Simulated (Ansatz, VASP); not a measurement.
One calculation of Cu, two programs

```xyz
1
Lattice="-1.4428 1.3707 1.3761 1.4428 -1.3707 1.3761 1.4428 1.3707 -1.3761" Properties=species:S:1:pos:R:3 pbc="T T T"
Cu    0.0000    0.0000    0.0000
```

Change from the starting cell: strain -0.0500 x Voigt [0, 1, 0, 0, 0, 0], atoms carried along.

Alike in both runs: task single point; functional PBEsol; k mesh 24 × 24 × 24; occupations gaussian, width 0.15 eV; no spin polarisation.

|  | VASP | Ansatz |
| --- | --- | --- |
| version | VASP 6.6.1 | Ansatz 0.2.0 |
| potentials or method | VASP PAW PBE potentials, release 64 (Cu), cutoff 520 eV | scalar-relativistic, plane waves, PAW |
| valence electrons in the cell | 11 | 19 |

Ansatz gave:

```
gap on the k mesh at the Fermi level (eV)                     : none
pressure (GPa)                                                : 7.8
traceless stress, the component that is largest in VASP (GPa) : 0.56
```

Task: Which values does VASP return?

Result: gap on the k mesh at the Fermi level (eV): none; pressure (GPa): 8.7; traceless stress, the component that is largest in VASP (GPa): 0.57.

VASP's potentials were made for PBE, not for PBEsol. A gap of «none» marks a metal or a gap that the smearing closes. VASP's potentials hold 11 valence electrons a cell and Ansatz's 19, so a difference there can come from the potentials and not from the codes.
